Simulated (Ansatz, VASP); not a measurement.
# MgS: VASP beside Ansatz

```xyz
2
Lattice="0.0000 2.4976 2.8098 2.4976 0.0000 2.8098 2.4976 2.4976 0.0000" Properties=species:S:1:pos:R:3 pbc="T T T"
Mg    0.0000    0.0000    0.0000
S     2.4976    2.4976    2.8098
```

Change from the starting cell: strain -0.040 along x and y, +0.080 along z, atoms carried along.

Alike in both runs: task single point; functional r2SCAN; k mesh 8 × 8 × 8; occupations gaussian, width 0.05 eV; no spin polarisation.

```csv
,VASP,Ansatz
version,VASP 6.6.1,Ansatz 0.2.0
potentials or method,"VASP PAW PBE potentials, release 64 (Mg, S), cutoff 520 eV","scalar-relativistic, plane waves, PAW"
valence electrons in the cell,8,16
```

Ansatz gave:

- gap on the k mesh at the Fermi level (eV): 3.16
- least direct gap on the mesh (eV): 4.44
- pressure (GPa): 2.6
- traceless stress, the component that is largest in VASP (GPa): -7.62

Problem. What did VASP give for the same quantities?

Solution. gap on the k mesh at the Fermi level (eV): 3.13; least direct gap on the mesh (eV): 4.42; pressure (GPa): 2.1; traceless stress, the component that is largest in VASP (GPa): -7.47.

VASP's potentials were made for PBE, not for r2SCAN. VASP's potentials hold 8 valence electrons a cell and Ansatz's 16, so a difference there can come from the potentials and not from the codes.
